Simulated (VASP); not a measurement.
# Ta2H3: single point with PBE

The system is Ta2H3.

```
CELL_PARAMETERS angstrom
5.93550 0.00000 0.00000
0.00000 5.93550 0.00000
0.00000 0.00000 3.13394
ATOMIC_POSITIONS crystal
Ta 0.38270 0.88270 0.00000
Ta 0.11730 0.38270 0.00000
Ta 0.61730 0.11730 0.00000
Ta 0.88270 0.61730 0.00000
H 0.00000 0.00000 0.00000
H 0.50000 0.50000 0.00000
H 0.17680 0.67680 0.50000
H 0.32320 0.17680 0.50000
H 0.82320 0.32320 0.50000
H 0.67680 0.82320 0.50000
```

```
Program                : VASP 6.6.1
Task                   : single point
Functional             : PBE
Potentials or basis    : VASP PAW PBE potentials, release 64 (Ta_pv, H)
Cutoff                 : 520 eV
k mesh                 : 4 × 4 × 6
Occupations            : gaussian, width 0.1 eV
Spin                   : no spin polarisation
Dipole correction      : no
Further INCAR settings : ALGO = Normal; EDIFF = 1e-06; NBANDS = 36
```

```
Pressure               : 13.0 GPa
Largest force          : 15.481 eV/Å
Band gap on the k mesh : zero (bands 25 and 26 overlap by 1.70 eV)
```

Forces on the atoms (eV/Å):
```
Ta  -10.947 -10.947   0.000
Ta   10.947 -10.947   0.000
Ta   10.947  10.947   0.000
Ta  -10.947  10.947   0.000
H     0.000   0.000   0.000
H     0.000   0.000   0.000
H    -0.063  -0.063   0.000
H     0.063  -0.063   0.000
H     0.063   0.063   0.000
H    -0.063   0.063   0.000
```

Stress tensor (GPa, compression positive):
```
22.98  0.00  0.00
 0.00 22.98  0.00
 0.00  0.00 -7.09
```

Levels at points of the mesh, in eV from the Fermi level:
```
           k point  band 21  band 22  band 23  band 24  band 25  band 26  band 27  band 28
(0.00, 0.00, 0.00)    -1.77    -1.51    -0.98    -0.89    -0.58    -0.58     0.58     0.93
(0.50, 0.00, 0.00)    -1.29    -1.29    -1.02    -1.02    -0.67    -0.67     0.67     0.67
(0.50, 0.50, 0.00)    -1.21    -1.21    -0.87    -0.87     0.82     0.82     0.94     0.94
(0.00, 0.00, 0.50)    -2.75    -2.72    -1.27    -0.27     1.03     1.03     1.81     2.18
(0.50, 0.00, 0.50)    -1.64    -1.64    -1.30    -1.30     0.09     0.09     0.15     0.15
(0.50, 0.50, 0.50)    -2.20    -2.20    -1.18    -1.18     0.61     0.61     1.48     1.48
```

Wall time 52 s on 1 thread of AMD EPYC 9R45 96-Core Processor (Zen 5), on a shared host, peak memory 0.23 GiB.

Caveat: atoms lie so close that the PAW spheres overlap strongly, which falsifies energies and pressures; the stress differs along the axes, from -7 to 23 GPa; spin-orbit coupling is left out, which moves the levels of the heavy elements; forces of over 1 eV/Å act on the atoms, so gaps and moduli don't describe the material at rest.
